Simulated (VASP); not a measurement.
# In (P6_3/mmc) in VASP: settings compared, part 2 of 2

VASP 6.6.1. Earlier steps stand in the parts before.

**3. Single point, PBE (strained)**

The input, INCAR:

```
PREC = Accurate
ENCUT = 520
EDIFF = 1E-7
ISMEAR = 0
SIGMA = 0.1
LREAL = False
LASPH = True
NELM = 100
ALGO = Normal
ISIF = 2
LWAVE = False
LCHARG = True
GGA = PE
LELF = True
LVHAR = True
NBANDS = 20
```

The input, KPOINTS:

```
regular mesh
0
Gamma
  15 15 8
```

The input, POSCAR:

```
In
1.0
    3.1961949375      0.0000000000      0.0000000000
   -1.5980974688      2.7679860114      0.0000000000
    0.0000000000      0.0000000000      5.4443553993
In
2
Direct
    0.3333333300      0.6666666700      0.2500000000
    0.6666666700      0.3333333300      0.7500000000
```

Potentials or basis: VASP PAW PBE potentials, release 64 (In_d).

Started as:

```
> cat potpaw_PBE.64/In_d/POTCAR > POTCAR
> mpirun -np 1 vasp_std > vasp.out
```

It took 66 s on 1 thread of Intel Xeon Platinum 8259CL at 2.50GHz (Skylake/Cascade Lake), shared host; peak memory 0.23 GiB.

Results (log left out):

| Property | Result |
| --- | --- |
| Free energy | -4.9721 eV |
| Pressure | 6.8 GPa |
| Band gap on the k mesh | zero (bands 13 and 14 overlap by 6.39 eV) |

Stress tensor (GPa, compression positive):
```
7.34 0.00 0.00
0.00 7.34 0.00
0.00 0.00 5.72
```

Levels at points of the mesh, in eV from the Fermi level:
```csv
k point,band 10,band 11,band 12,band 13,band 14,band 15,band 16,band 17
"(0.00, 0.00, 0.00)",-14.40,-10.18,-4.88,-3.94,9.51,9.51,10.20,11.33
"(0.00, 0.00, 0.50)",-14.47,-8.77,-8.77,2.62,2.62,10.54,10.54,10.54
```

Caveat: the cell differs from its parent crystal (strained); the cell stands under pressure; spin-orbit coupling is left out, which moves the levels of the heavy elements.

**4. Single point, r2SCAN (strained)**

The input, POSCAR:

```
In
1.0
    3.2069018437      0.0000000000      0.0000000000
   -1.6034509218      2.7772584641      0.0000000000
    0.0000000000      0.0000000000      5.2967654604
In
2
Direct
    0.3333333300      0.6666666700      0.2500000000
    0.6666666700      0.3333333300      0.7500000000
```

The input, INCAR.step1:

```
SYSTEM = In
PREC = Accurate
ENCUT = 520
ISMEAR = 0
SIGMA = 0.1
LREAL = .FALSE.
LASPH = .TRUE.
NELM = 80
NBANDS = 20
GGA = PE
ALGO = Normal
EDIFF = 1E-4
LWAVE = .TRUE.
LCHARG = .FALSE.
```

The input, INCAR.step2:

```
SYSTEM = In
PREC = Accurate
ENCUT = 520
EDIFF = 1E-6
ISMEAR = 0
SIGMA = 0.1
LREAL = .FALSE.
LASPH = .TRUE.
NELM = 80
ALGO = Normal
ISIF = 2
LWAVE = .FALSE.
LCHARG = .TRUE.
METAGGA = R2SCAN
LMIXTAU = .TRUE.
LELF = .TRUE.
LVHAR = .TRUE.
NBANDS = 20
ISTART = 1
```

The input, KPOINTS:

```
regular mesh
0
G
  15 15 8
  0 0 0
```

Potentials or basis: VASP PAW PBE potentials, release 64 (In_d).

Started as:

```
> cat potpaw_PBE.64/In_d/POTCAR > POTCAR
> cp INCAR.step1 INCAR
> mpirun -np 1 vasp_std > vasp.out
> cp INCAR.step2 INCAR
> mpirun -np 1 vasp_std > vasp.out
```

OUTCAR:

```text
SYSTEM = In
   PREC = Accurate
   ENCUT = 520
   EDIFF = 1E-6
   ISMEAR = 0
   LREAL = .FALSE.
   LASPH = .TRUE.
   NELM = 80
   ISIF = 2
   METAGGA = R2SCAN
   ISTART = 1

 ion  position               nearest neighbor table
   1  0.333  0.667  0.250-   2 3.23   2 3.23   2 3.23   2 3.23   2 3.23   2 3.23
   2  0.667  0.333  0.750-   1 3.23   1 3.23   1 3.23   1 3.23   1 3.23   1 3.23

  LATTYP: Found a hexagonal cell.
 ALAT       =     3.2069018437
 C/A-ratio  =     1.6516768266

  Lattice vectors:

[... 742 lines left out ...]
------------------------ aborting loop because EDIFF is reached ----------------------------------------

  FORCE on cell =-STRESS in cart. coord.  units (eV):
  Direction    XX          YY          ZZ          XY          YZ          ZX
  --------------------------------------------------------------------------------------
  -------------------------------------------------------------------------------------
  Total        1.8276652      1.8276652      1.9973378      0.0000000     -0.0000000      0.0000000
  in kB       62.0718237     62.0718237     67.8343068      0.0000000     -0.0000000      0.0000000
  external PRESSURE =      63.9926514 kB  Pullay stress =       0.0000000 kB

 VOLUME and BASIS-vectors are now :
 -----------------------------------------------------------------------------
  energy-cutoff  :      520.00
  volume of cell :       47.18
      direct lattice vectors                 reciprocal lattice vectors
     3.206901844  0.000000000  0.000000000     0.311827442  0.180033658  0.000000000
    -1.603450922  2.777258464  0.000000000     0.000000000  0.360067316  0.000000000
     0.000000000  0.000000000  5.296765460     0.000000000  0.000000000  0.188794465

 POSITION                                       TOTAL-FORCE (eV/Angst)
 -----------------------------------------------------------------------------------
     -0.00000      1.85151      1.32419         0.000000      0.000000      0.000000
      1.60345      0.92575      3.97257        -0.000000     -0.000000      0.000000
 -----------------------------------------------------------------------------------
    total drift:                               -0.000002      0.000001      0.000000

  FREE ENERGIE OF THE ION-ELECTRON SYSTEM (eV)
  ---------------------------------------------------
  free  energy   TOTEN  =       -45.0156997264 eV

  energy  without entropy=      -45.0110436081  energy(sigma->0) =      -45.01337167
```

OUTCAR.step1:

```text
SYSTEM = In
   PREC = Accurate
   ENCUT = 520
   ISMEAR = 0
   LREAL = .FALSE.
   LASPH = .TRUE.
[... 777 lines left out ...]
     -0.00000      1.85151      1.32419        -0.000000      0.000000      0.000000
      1.60345      0.92575      3.97257         0.000000     -0.000000      0.000000
 -----------------------------------------------------------------------------------
    total drift:                               -0.000002      0.000001      0.000000

  FREE ENERGIE OF THE ION-ELECTRON SYSTEM (eV)
  ---------------------------------------------------
  free  energy   TOTEN  =        -4.9301407380 eV

  energy  without entropy=       -4.9252131285  energy(sigma->0) =       -4.92767693
```

It took 5.2 min on 1 thread of Intel Xeon Platinum 8259CL at 2.50GHz (Skylake/Cascade Lake), shared host; peak memory 0.24 GiB.

Results:

- Free energy: -45.0157 eV
- Pressure: 6.4 GPa
- Band gap on the k mesh: zero (bands 13 and 14 overlap by 7.28 eV)

Caveat: the cell differs from its parent crystal (strained); the cell stands under pressure; the PAW data sets were made with another functional, which shifts forces and pressure a little; spin-orbit coupling is left out, which moves the levels of the heavy elements.

**5. Summary**

```csv
level,cell,gap on the mesh (eV),pressure (GPa)
PBE,"a = 3.213, b = 3.213, c = 5.390 Å, angles 90.0, 90.0, 120.0°, 2 atoms",none,6.7
PBE,"a = 3.196, b = 3.196, c = 5.444 Å, angles 90.0, 90.0, 120.0°, 2 atoms",none,6.8
r2SCAN,"a = 3.207, b = 3.207, c = 5.297 Å, angles 90.0, 90.0, 120.0°, 2 atoms",none,6.4
```

Alike in all rows: task single point; potentials or basis VASP PAW PBE potentials, release 64 (In_d); no spin polarisation; k mesh 15 × 15 × 8; cutoff (eV) 520; smearing gaussian 0.1 eV.

Caveats: the cell stands under pressure; spin-orbit coupling is left out, which moves the levels of the heavy elements; the PAW data sets were made with another functional, which shifts forces and pressure a little (at least some runs).

Absolute energies hang on the potentials; compare differences alone.
